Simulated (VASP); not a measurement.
Set up this calculation in VASP 6.6.1, as the native input.

- Task: single point
- Functional: PBE
- Potentials or basis: VASP PAW PBE potentials, release 64 (Mg, Cd, Se)
- Cutoff: 520 eV
- k mesh: 4 × 4 × 4
- Occupations: gaussian, width 0.1 eV
- Spin: no spin polarisation
- Dipole correction: no
- Further INCAR settings: ALGO = Normal; EDIFF = 1e-07; NBANDS = 17

The structure of MgCdSe lies in POSCAR:

```
MgCdSe
1.0
    3.9380153731      0.0000000000      0.0000000000
    0.0000000000      3.9380153731      0.0000000000
    0.0000000000      0.0000000000      5.9329614248
Mg Cd Se
1 1 1
Direct
    0.5000000000      0.5000000000      0.5000000000
    0.5000000000      0.5000000000      0.0000000000
    0.0000000000      0.0000000000      0.0000000000
```

The cell was built from a structure type or drawn by symmetry, and may not be a known phase.

One way to write it, as run:

INCAR

```
SYSTEM = MgCdSe
PREC = Accurate ; ENCUT = 520
EDIFF = 1E-7 ; ISMEAR = 0
SIGMA = 0.1 ; LREAL = .FALSE.
LASPH = .TRUE. ; NELM = 100
ALGO = Normal ; ISIF = 2
LWAVE = .FALSE. ; LCHARG = .TRUE.
GGA = PE ; LELF = .TRUE.
LVHAR = .TRUE. ; NBANDS = 17
```

KPOINTS

```
regular mesh
0
G
  4 4 4
  0 0 0
```

Potentials or basis: VASP PAW PBE potentials, release 64 (Mg, Cd, Se).

Run with:

```bash
$ cat potpaw_PBE.64/Mg/POTCAR potpaw_PBE.64/Cd/POTCAR potpaw_PBE.64/Se/POTCAR > POTCAR
$ mpirun -np 1 vasp_std > vasp.out
```

It gave:

* Pressure: 0.2 GPa
* Band gap on the k mesh: zero (bands 10 and 11 overlap by 0.25 eV)

Caveat: the k points lie up to 0.40 Å⁻¹ apart; semilocal functionals underestimate gaps, so a narrow gap can read as zero.

It took 20 s on 1 thread of Intel(R) Xeon(R) Platinum 8488C (Sapphire Rapids), on a shared host, peak memory 0.21 GiB.
